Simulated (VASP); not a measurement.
MgO, 4 atoms in the cell. It takes space group P6_3mc (No. 186, hexagonal). The conventional cell has a = 3.220 Å, b = 3.220 Å, c = 5.258 Å, α = 90.00°, β = 90.00°, γ = 120.00°. Within 2.6 Å of Mg (site symmetry 3m) lie 4 O at 1.97 Å. O (site symmetry 3m) has 4 Mg at 1.97 Å within 2.6 Å. 

| Property | Result |
| --- | --- |
| Program | VASP 6.6.1 |
| Task | relaxation of cell and atoms |
| Functional | r2SCAN |
| Potentials or basis | VASP PAW PBE potentials, release 64 (Mg, O) |
| Cutoff | 600 eV |
| k mesh | 9 × 9 × 4 |
| Occupations | gaussian, width 0.02 eV |
| Spin | no spin polarisation |
| Dipole correction | no |
| Further INCAR settings | ALGO = Normal; EDIFF = 1e-06; IBRION = 2; EDIFFG = -0.005; NSW = 100; ISIF = 3 |

Potentials or basis: VASP PAW PBE potentials, release 64 (Mg, O).

Launch:

```bash
$ cat potpaw_PBE.64/Mg/POTCAR potpaw_PBE.64/O/POTCAR > POTCAR
$ cp INCAR.step1 INCAR
$ mpirun -np 1 vasp_std > vasp.out
$ cp INCAR.step2 INCAR
$ mpirun -np 1 vasp_std > vasp.out
```

Hardware: 1 thread of Intel(R) Xeon(R) 6975P-C (Granite Rapids), with other jobs on the host.

Estimate the wall time of this run.

Wall time 5.9 min on 1 thread of Intel(R) Xeon(R) 6975P-C (Granite Rapids), with other jobs on the host, peak memory 0.21 GiB. Counts: k points 36, ion steps 11.
